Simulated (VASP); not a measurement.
# Li2S (Fm-3m) in VASP: notebook

Li2S is run at these levels: PBE-based global hybrid with 75 % exact exchange, PBE-based screened hybrid with 50 % exact exchange, PBE-based screened hybrid with 5 % exact exchange; tasks: single point.

Everything below comes from runs of VASP 6.6.1. Logs are shortened: lines on timing, memory, paths and dates and some standing lists are left out, and cuts for length are marked.

## Step 1: The cell of the first run

The structure is cubic, space group Fm-3m (No. 225). The conventional cell has a = 5.691 Å, b = 5.691 Å, c = 5.691 Å, α = 90.00°, β = 90.00°, γ = 90.00°. Within 3.3 Å of Li (site symmetry -43m) lie 4 S at 2.46 Å and 6 Li at 2.85 Å. Within 3.3 Å of S (site symmetry m-3m) lie 8 Li at 2.46 Å.

## Step 2: Single point, PBE-based global hybrid with 75 % exact exchange

POSCAR reads:

```
Li2S
1.0
    0.0000000000      2.8452943747      2.8452943747
    2.8452943747      0.0000000000      2.8452943747
    2.8452943747      2.8452943747      0.0000000000
Li S
2 1
Direct
    0.2500000000      0.2500000000      0.2500000000
    0.7500000000      0.7500000000      0.7500000000
    0.0000000000      0.0000000000      0.0000000000
```

INCAR.step1 reads:

```
  PREC = Accurate
  ENCUT = 650
  EDIFF = 1E-5
  ISMEAR = 0
  SIGMA = 0.01
  LREAL = F
  LASPH = T
  NELM = 120
  ALGO = Normal
  ISIF = 2
  LWAVE = T
  LCHARG = F
  GGA = PE
  NBANDS = 13
  GGA_COMPAT = F
```

INCAR.step2 reads:

```
  PREC = Accurate
  ENCUT = 650
  EDIFF = 1E-6
  ISMEAR = 0
  SIGMA = 0.01
  LREAL = F
  LASPH = T
  NELM = 120
  ALGO = Normal
  ISIF = 2
  LWAVE = F
  LCHARG = F
  GGA = PE
  LHFCALC = T
  AEXX = 0.75
  PRECFOCK = Normal
  ISTART = 1
  NBANDS = 13
  GGA_COMPAT = F
```

KPOINTS reads:

```
regular mesh
0
Gamma
  4 4 4
```

Potentials or basis: VASP PAW PBE potentials, release 64 (Li_sv, S).

The run is started by

```
$ cat potpaw_PBE.64/Li_sv/POTCAR potpaw_PBE.64/S/POTCAR > POTCAR
$ cp INCAR.step1 INCAR
$ mpirun -np 1 vasp_std > vasp.out
$ cp INCAR.step2 INCAR
$ mpirun -np 1 vasp_std > vasp.out
```

OUTCAR:

```text
PREC = Accurate
   ENCUT = 650
   EDIFF = 1E-6
   ISMEAR = 0
   LREAL = F
   LASPH = T
   NELM = 120
   ISIF = 2
   GGA = PE
   LHFCALC = T
   AEXX = 0.75
   PRECFOCK = Normal
   ISTART = 1

 ion  position               nearest neighbor table
   1  0.250  0.250  0.250-   3 2.46   3 2.46   3 2.46   3 2.46
   2  0.750  0.750  0.750-   3 2.46   3 2.46   3 2.46   3 2.46
   3  0.000  0.000  0.000-   2 2.46   2 2.46   2 2.46   1 2.46   2 2.46   1 2.46   1 2.46   1 2.46

  LATTYP: Found a face centered cubic cell.
 ALAT       =     5.6905887494

  Lattice vectors:

 A1 = (   0.0000000000,   2.8452943747,   2.8452943747)
 A2 = (   2.8452943747,   0.0000000000,   2.8452943747)
 A3 = (   2.8452943747,   2.8452943747,   0.0000000000)

Analysis of symmetry for initial positions (statically):
=====================================================================
 Subroutine PRICEL returns:
 Original cell was already a primitive cell.

 Routine SETGRP: Setting up the symmetry group for a
 face centered cubic supercell.

 Subroutine GETGRP returns: Found 48 space group operations
 (whereof 48 operations were pure point group operations)
 out of a pool of 48 trial point group operations.

The static configuration has the point symmetry O_h .

Analysis of symmetry for dynamics (positions and initial velocities):
=====================================================================
 Subroutine PRICEL returns:
 Original cell was already a primitive cell.

 Routine SETGRP: Setting up the symmetry group for a
 face centered cubic supercell.

 Subroutine GETGRP returns: Found 48 space group operations
 (whereof 48 operations were pure point group operations)
 out of a pool of 48 trial point group operations.

The dynamic configuration has the point symmetry O_h .

 Subroutine INISYM returns: Found 48 space group operations
 (whereof 48 operations are pure point group operations),
 and found     1 'primitive' translations

----------------------------------------------------------------------------------------

                                     Primitive cell

  volume of cell :      46.0693

  direct lattice vectors                    reciprocal lattice vectors
     0.000000000  2.845294375  2.845294375    -0.175728742  0.175728742  0.175728742
     2.845294375  0.000000000  2.845294375     0.175728742 -0.175728742  0.175728742
     2.845294375  2.845294375  0.000000000     0.175728742  0.175728742 -0.175728742

  length of vectors
     4.023853894  4.023853894  4.023853894     0.304371109  0.304371109  0.304371109

  position of ions in fractional coordinates (direct lattice)
     0.250000000  0.250000000  0.250000000
     0.750000000  0.750000000  0.750000000
     0.000000000  0.000000000  0.000000000

  ion indices of the primitive-cell ions
   primitive index   ion index
                 1           1
                 2           2
                 3           3

----------------------------------------------------------------------------------------

 KPOINTS: regular mesh

Automatic generation of k-mesh.
 Grid dimensions read from file:
 generate k-points for:    4    4    4

 Generating k-lattice:

  Cartesian coordinates                     Fractional coordinates (reciprocal lattice)
    -0.043932185  0.043932185  0.043932185     0.250000000  0.000000000  0.000000000
     0.043932185 -0.043932185  0.043932185     0.000000000  0.250000000  0.000000000
     0.043932185  0.043932185 -0.043932185     0.000000000  0.000000000  0.250000000

  Length of vectors
     0.076092777  0.076092777  0.076092777

  Shift w.r.t. Gamma in fractional coordinates (k-lattice)
     0.000000000  0.000000000  0.000000000

 Subroutine IBZKPT returns following result:
 ===========================================

 Found      8 irreducible k-points:

 Following reciprocal coordinates:
            Coordinates               Weight
  0.000000  0.000000  0.000000      1.000000
  0.250000  0.000000  0.000000      8.000000
  0.500000  0.000000  0.000000      4.000000
  0.250000  0.250000  0.000000      6.000000
  0.500000  0.250000  0.000000     24.000000
 -0.250000  0.250000  0.000000     12.000000
  0.500000  0.500000  0.000000      3.000000
 -0.250000  0.500000  0.250000      6.000000
   k-points           NKPTS =      8   k-points in BZ     NKDIM =     64   number of bands    NBANDS=     13
   number of dos      NEDOS =    301   number of ions     NIONS =      3
   total plane-waves  NPLWV =  46656
   dimension x,y,z NGX =    36 NGY =   36 NGZ =   36
   dimension x,y,z NGXF=    72 NGYF=   72 NGZF=   72
   ions per type =               2   1
   NGX,Y,Z   is equivalent  to a cutoff of  14.87, 14.87, 14.87 a.u.
   NGXF,Y,Z  is equivalent  to a cutoff of  29.75, 29.75, 29.75 a.u.
 SYSTEM =  unknown system
   PREC   = accura    normal or accurate (medium, high low for compatibility)
   ISTART =      1    job   : 0-new  1-cont  2-samecut
   ICHARG =      0    charge: 1-file 2-atom 10-const
   ISPIN  =      1    spin polarized calculation?
   LNONCOLLINEAR =      F non collinear calculations
   LSORBIT =      F    spin-orbit coupling
   LASPH  =      T    aspherical Exc in radial PAW
   ENCUT  =  650.0 eV  47.77 Ry    6.91 a.u.   8.36  8.36  8.36*2*pi/ulx,y,z
   NELM   =    120;   NELMIN=  2; NELMDL=  0     # of ELM steps
   EDIFF  = 0.1E-05   stopping-criterion for ELM
   LREAL  =      F    real-space projection
   EDIFFG = 0.1E-04   stopping-criterion for IOM
   NSW    =      0    number of steps for IOM
   IBRION =     -1    ionic relax: 0-MD 1-quasi-New 2-CG
   NFREE  =      0    steps in history (QN), initial steepest desc. (CG)
   ISIF   =      2    stress and relaxation
   ISYM   =      3    0-nonsym 1-usesym 2-fastsym
   POTIM  = 0.5000    time-step for ionic-motion
   TEBEG  =    0.0;   TEEND  =   0.0 temperature during run
   PSTRESS=    0.0 pullay stress
   NELECT =      12.0000    total number of electrons
   NUPDOWN=      -1.0000    fix difference up-down
   EMIN   =  10.00;   EMAX   =-10.00  energy-range for DOS
   EFERMI =   0.00;   METHOD = LEGACY
   ISMEAR =     0;   SIGMA  =   0.01  broadening in eV -4-tet -1-fermi 0-gaus
   EFERMI_NEDOS =   21; number of points for ismear=-14 and -15
   IALGO  =     38    algorithm
   IMIX   =      1    mixing-type and parameters
     AMIX     =   0.40;   BMIX     =  1.00
     AMIX_MAG =   1.60;   BMIX_MAG =  1.00
  volume/ion in A,a.u.               =      15.36       103.63
  Fermi-wavevector in a.u.,A,eV,Ry     =   1.045518  1.975742 14.872626  1.093107
  Thomas-Fermi vector in A             =   2.180317
   LORBIT       =      0    0 simple, 1 ext, 2 COOP (PROOUT), +10 PAW based schemes
   GGA     = PE    functional components
   LHFCALC =     T    Hartree Fock is set to
   PRECFOCK=normal    Normal, Fast or Accurate (Low or Medium for compatibility)
   ENCUT4O =  -1.0   cutoff for four orbital integrals eV
   NKREDX  =     1    reduce k-point grid by
   NKREDY  =     1    reduce k-point grid by
   NKREDZ  =     1    reduce k-point grid by
   AEXX    =    0.7500 exact exchange contribution
   HFSCREEN=    0.0000 screening length (either q_TF or 0.3 A-1)
   HFSCREENC=   0.0000 screening length for correlation (either q_TF or 0.3 A-1)
   ENCUTFOCK=  -1.0 apply spherical cutoff to Coloumb kernel
   IVDW    =     0    specifies the selected vdW correction
   LEPSILON=     F    determine dielectric tensor
   LRPA    =     F    only Hartree local field effects (RPA)
 non-spin polarized calculation
 Gauss-broadening in eV      SIGMA  =   0.01
  energy-cutoff  :      650.00
  volume of cell :       46.07
 maximum number of plane-waves:      1759
 NGX is ok and might be reduce to    36
  NGX = 28; NGY = 28; NGZ = 28

 number of electron      11.9999998 magnetization

 Free energy of the ion-electron system (eV)
  ---------------------------------------------------
  ext. energy  EPLUGINS =         0.00000000
  ---------------------------------------------------
  free energy    TOTEN  =       -19.44607233 eV

  energy without entropy =      -19.44607233  energy(sigma->0) =      -19.44607233

 E-fermi :  -1.8317     XC(G=0):  -3.1918

 val. band max:       -1.9467064804   @ k =   0.0000   0.0000   0.0000
 cond. band min:       6.5632280971   @ k =   0.5000   0.5000   0.0000
 fundamental gap:      8.5099345775
 Fermi energy:        -1.8317240551

 k-point     1 :       0.0000    0.0000    0.0000
  band No.  band energies     occupation
      1     -55.1065      2.00000
      2     -55.0602      2.00000
      3     -16.4882      2.00000
      4      -1.9467      2.00000
      5      -1.9467      2.00000
      6      -1.9467      2.00000
      7       7.7883      0.00000
      8      10.1651      0.00000
      9      10.1651      0.00000
     10      10.1651      0.00000
     11      15.6584      0.00000
     12      15.6584      0.00000
     13      16.7495      0.00000

 k-point     2 :       0.2500    0.0000    0.0000
  band No.  band energies     occupation
      1     -55.0991      2.00000
      2     -55.0659      2.00000
      3     -16.1949      2.00000
      4      -4.0683      2.00000
      5      -2.2849      2.00000
      6      -2.2849      2.00000
      7       9.0896      0.00000
      8      10.7738      0.00000
      9      10.7738      0.00000
     10      11.4775      0.00000
     11      14.1133      0.00000
     12      14.1133      0.00000
     13      17.3575      0.00000
[... 65 lines left out ...]
 k-point     7 :       0.5000    0.5000    0.0000
  band No.  band energies     occupation
      1     -55.0895      2.00000
      2     -55.0724      2.00000
      3     -15.6678      2.00000
      4      -4.8576      2.00000
      5      -3.7290      2.00000
      6      -3.7290      2.00000
      7       6.5632      0.00000
      8      10.9622      0.00000
      9      15.8334      0.00000
     10      15.8334      0.00000
     11      17.0919      0.00000
     12      17.5012      0.00000
     13      17.5012      0.00000

 k-point     8 :      -0.2500    0.5000    0.2500
  band No.  band energies     occupation
      1     -55.0811      2.00000
      2     -55.0811      2.00000
      3     -15.6533      2.00000
      4      -4.3360      2.00000
      5      -4.3360      2.00000
      6      -4.0637      2.00000
      7       8.8699      0.00000
      8      11.4122      0.00000
      9      13.1713      0.00000
     10      13.1713      0.00000
     11      16.7550      0.00000
     12      16.7550      0.00000
     13      17.7097      0.00000

------------------------ aborting loop because EDIFF is reached ----------------------------------------

  FORCE on cell =-STRESS in cart. coord.  units (eV):
  Direction    XX          YY          ZZ          XY          YZ          ZX
  --------------------------------------------------------------------------------------
  -------------------------------------------------------------------------------------
  Total       -0.6894024     -0.6894024     -0.6894024      0.0000000      0.0000000      0.0000000
  in kB      -23.9757261    -23.9757261    -23.9757261      0.0000000      0.0000000      0.0000000
  external PRESSURE =     -23.9757261 kB  Pullay stress =       0.0000000 kB

 VOLUME and BASIS-vectors are now :
 -----------------------------------------------------------------------------
  energy-cutoff  :      650.00
  volume of cell :       46.07
      direct lattice vectors                 reciprocal lattice vectors
     0.000000000  2.845294375  2.845294375    -0.175728742  0.175728742  0.175728742
     2.845294375  0.000000000  2.845294375     0.175728742 -0.175728742  0.175728742
     2.845294375  2.845294375  0.000000000     0.175728742  0.175728742 -0.175728742

 POSITION                                       TOTAL-FORCE (eV/Angst)
 -----------------------------------------------------------------------------------
      1.42265      1.42265      1.42265         0.000000      0.000000      0.000000
      4.26794      4.26794      4.26794        -0.000000     -0.000000     -0.000000
      0.00000      0.00000      0.00000        -0.000000     -0.000000     -0.000000
 -----------------------------------------------------------------------------------
    total drift:                               -0.000000     -0.000000     -0.000000

  FREE ENERGIE OF THE ION-ELECTRON SYSTEM (eV)
  ---------------------------------------------------
  free  energy   TOTEN  =       -19.4460723308 eV

  energy  without entropy=      -19.4460723308  energy(sigma->0) =      -19.44607233
```

It took 11 min on 1 thread of Intel Xeon 8259CL, shared host; peak memory 0.21 GiB.

What came out:

```
Free energy            : -19.4461 eV
Pressure               : -2.4 GPa
Band gap on the k mesh : 8.51 eV (least direct gap 9.73 eV)
```

Levels at points of the mesh, in eV from the valence-band top:
```tsv
k point	band 3	band 4	band 5	band 6	band 7	band 8	band 9	band 10
(0.00, 0.00, 0.00)	-14.54	0.00	0.00	0.00	9.73	12.11	12.11	12.11
(0.50, 0.00, 0.00)	-13.91	-3.74	-0.64	-0.64	11.93	12.37	12.37	14.30
(0.50, 0.50, 0.00)	-13.72	-2.91	-1.78	-1.78	8.51	12.91	17.78	17.78
```

Caveat: the k points lie up to 0.48 Å⁻¹ apart; the PAW data sets were made with another functional, which shifts forces and pressure a little.

(Continued in part 2 of 2.)
